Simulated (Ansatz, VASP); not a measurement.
## Ca2Sb3 in VASP and in Ansatz

```xyz
10
Lattice="3.5627 2.0569 6.4846 -3.5627 2.0569 6.4846 0.0000 -4.1138 6.4846" Properties=species:S:1:pos:R:3 pbc="T T T"
Ca    0.0000    0.0000   16.5781
Ca    0.0000    0.0000   12.6025
Ca    0.0000    0.0000    2.8757
Ca    0.0000    0.0000    6.8512
Sb   -1.3805   -2.0569    8.1057
Sb    2.4716   -0.1671    8.1057
Sb   -1.0911    2.2240    8.1057
Sb    1.3805    2.0569   11.3480
Sb   -2.4716    0.1671   11.3480
Sb    1.0911   -2.2240   11.3480
```

Alike in both runs: task single point; functional PBE; k mesh 3 × 3 × 3; occupations gaussian, width 0.1 eV; no spin polarisation.

```csv
,VASP,Ansatz
version,VASP 6.6.1,Ansatz 0.2.0
potentials or method,"VASP PAW PBE potentials, release 64 (Ca_sv, Sb), cutoff 500 eV","scalar-relativistic, plane waves, PAW"
valence electrons in the cell,70,130
```

|  | VASP | Ansatz | Ansatz less VASP |
| --- | --- | --- | --- |
| gap on the k mesh at the Fermi level (eV) | none | none | - |
| pressure (GPa) | 12.9 | 12.9 | 0.00 |
| traceless stress, the component that is largest in VASP (GPa) | -1.77 | -1.78 | -0.014 |
| rms of the force components (eV/Å) | 0.443 | 0.445 | +0.0020 |

Atom by atom the forces differ by 0.002 eV/Å (rms over components). A gap of «none» marks a metal or a gap that the smearing closes. With one functional, cell and mesh, what is left measures potentials, basis and numerics. VASP's potentials hold 70 valence electrons a cell and Ansatz's 130, so a difference there can come from the potentials and not from the codes.

Spin-orbit coupling is off throughout.
